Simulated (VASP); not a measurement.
Set up this calculation in VASP 6.6.1, as the native input.

```yaml
Task: single point
Functional: LDA
Potentials_or_basis: VASP PAW LDA potentials, release 64 (Na_pv, Cl)
Cutoff: 520 eV
k_mesh: 5 × 5 × 5
Occupations: gaussian, width 0.01 eV
Spin: no spin polarisation
Dipole_correction: no
Further_INCAR_settings: ALGO = Normal; EDIFF = 1e-06; NBANDS = 14
```

The structure of NaCl lies in POSCAR:

```
NaCl
1.0
    2.8600000000      0.0000000000      0.0000000000
    0.0000000000      2.8600000000      0.0000000000
    0.0000000000      0.0000000000      2.8600000000
Na Cl
1 1
Direct
    0.0000000000      0.0000000000      0.0000000000
    0.5000000000      0.5000000000      0.5000000000
```

One way to write it, as run:

INCAR

```
SYSTEM = NaCl
ALGO = Normal
EDIFF = 1E-6
ENCUT = 520
GGA = CA
ISIF = 2
ISMEAR = 0
LASPH = .True.
LCHARG = .True.
LELF = .True.
LREAL = .False.
LVHAR = .True.
LWAVE = .False.
NBANDS = 14
NELM = 80
PREC = Accurate
SIGMA = 0.01
```

KPOINTS

```
k-points
0
Gamma
  5 5 5
  0 0 0
```

Potentials or basis: VASP PAW LDA potentials, release 64 (Na_pv, Cl).

The run is started by

```sh
$ cat potpaw_LDA.64/Na_pv/POTCAR potpaw_LDA.64/Cl/POTCAR > POTCAR
$ mpirun -np 1 vasp_std > vasp.out
```

Results of the run:

```yaml
Pressure: 54.8 GPa
Band_gap_on_the_k_mesh: 5.15 eV, direct
```

Caveat: the k points lie up to 0.44 Å⁻¹ apart.

Wall time 2 s on 1 thread of Intel(R) Xeon(R) Platinum 8559C (Emerald Rapids), on a shared host, peak memory 0.12 GiB.
